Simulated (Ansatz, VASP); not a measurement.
# Two plane-wave programs on WSe2

```
CELL_PARAMETERS angstrom
3.31785 0.00000 0.00000
-1.65893 2.87335 0.00000
0.00000 0.00000 24.06852
ATOMIC_POSITIONS crystal
W 0.66667 0.33333 0.12789
W 0.33333 0.66667 0.87211
Se 0.33333 0.66667 0.19644
Se 0.66667 0.33333 0.94067
Se 0.33333 0.66667 0.05933
Se 0.66667 0.33333 0.80356
```

Alike in both runs: functional PBEsol; dispersion D3(BJ); k mesh 12 × 12 × 2; occupations gaussian, width 0.02 eV; no spin polarisation.

Ansatz relaxed the structure, and its values are those at the end. VASP's run is a single point on that final structure, the one shown.

|  | VASP | Ansatz |
| --- | --- | --- |
| version | VASP 6.6.1 | Ansatz 0.2.0 |
| potentials or method | VASP PAW PBE potentials, release 64 (W_sv, Se), cutoff 520 eV | scalar-relativistic, plane waves, PAW |
| valence electrons in the cell | 52 | 92 |

```csv
,VASP,Ansatz,Ansatz less VASP
gap on the k mesh at the Fermi level (eV),1.03,1.04,+0.011
least direct gap on the mesh (eV),1.42,1.42,+0.003
rms of the force components (eV/Å),0.027,0.000,-0.0273
```

VASP's potentials were made for PBE, not for PBEsol. VASP's potentials hold 52 valence electrons a cell and Ansatz's 92, so a difference there can come from the potentials and not from the codes. Ansatz's warnings: stress scf threshold loose.

Spin-orbit coupling is off throughout.
